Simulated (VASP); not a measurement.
**B: single point with r2SCAN**

Crystal: B.

```
CELL_PARAMETERS angstrom
0.00000 1.94262 1.94262
1.94262 0.00000 1.94262
1.94262 1.94262 0.00000
ATOMIC_POSITIONS crystal
B 0.12500 0.12500 0.12500
B 0.87500 0.87500 0.87500
```

This cell differs from its parent crystal: volume scaled by 0.88.

```
Program                : VASP 6.6.1
Task                   : single point
Functional             : r2SCAN
Potentials or basis    : VASP PAW PBE potentials, release 64 (B)
Cutoff                 : 520 eV
k mesh                 : 15 × 15 × 15
Occupations            : fermi-dirac, width 0.1 eV
Spin                   : no spin polarisation
Dipole correction      : no
Further INCAR settings : ALGO = Normal; EDIFF = 1e-07; NBANDS = 10
```

```yaml
Pressure: 28.7 GPa
Band_gap_on_the_k_mesh: zero (band 3 reaches 9.55 eV, above the bottom of band 4 at 1.54 eV)
```

Levels at points of the mesh, in eV from the Fermi level:
```
           k point  band 1  band 2  band 3  band 4  band 5  band 6  band 7
(0.00, 0.00, 0.00)  -14.71    4.82    4.82    4.82    9.31    9.31    9.31
```

Run time: 37 s on 1 thread of Intel(R) Xeon(R) 6975P-C (Granite Rapids) (shared host), peak memory 0.13 GiB.

Caveat: the PAW data sets were made with another functional, which shifts forces and pressure a little.
